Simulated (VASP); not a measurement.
A run of VASP 6.6.1 is set up as follows.

INCAR

```
ALGO = Normal
EDIFF = 1E-6
ENCUT = 520
GGA = PE
ISIF = 2
ISMEAR = 0
LASPH = T
LCHARG = F
LREAL = F
LWAVE = F
NBANDS = 26
NELM = 100
PREC = Accurate
SIGMA = 0.1
```

KPOINTS

```
k-points
0
Gamma
  6 6 6
```

POSCAR

```
Si4BW
1.0
   -3.2195866746      3.2195866746      2.1055283270
    3.2195866746     -3.2195866746      2.1055283270
    3.2195866746      3.2195866746     -2.1055283270
Si B W
4 1 1
Direct
    0.0000000000      0.3136208826      0.3136208826
    0.0000000000      0.6863791174      0.6863791174
    0.3136208826      0.0000000000      0.3136208826
    0.6863791174      0.0000000000      0.6863791174
    0.0000000000      0.0000000000      0.0000000000
    0.5000000000      0.5000000000      0.0000000000
```

Potentials or basis: VASP PAW PBE potentials, release 64 (Si, B, W_sv).

Run with:

```bash
$ cat potpaw_PBE.64/Si/POTCAR potpaw_PBE.64/B/POTCAR potpaw_PBE.64/W_sv/POTCAR > POTCAR
$ mpirun -np 1 vasp_std > vasp.out
```

Q: Estimate the pressure.

A: -0.1 GPa.

Q: Predict the largest force.

A: 0.009 eV/Å.

Stress tensor (GPa, compression positive):
```
-0.11  0.00  0.00
 0.00 -0.11  0.00
 0.00  0.00  0.04
```
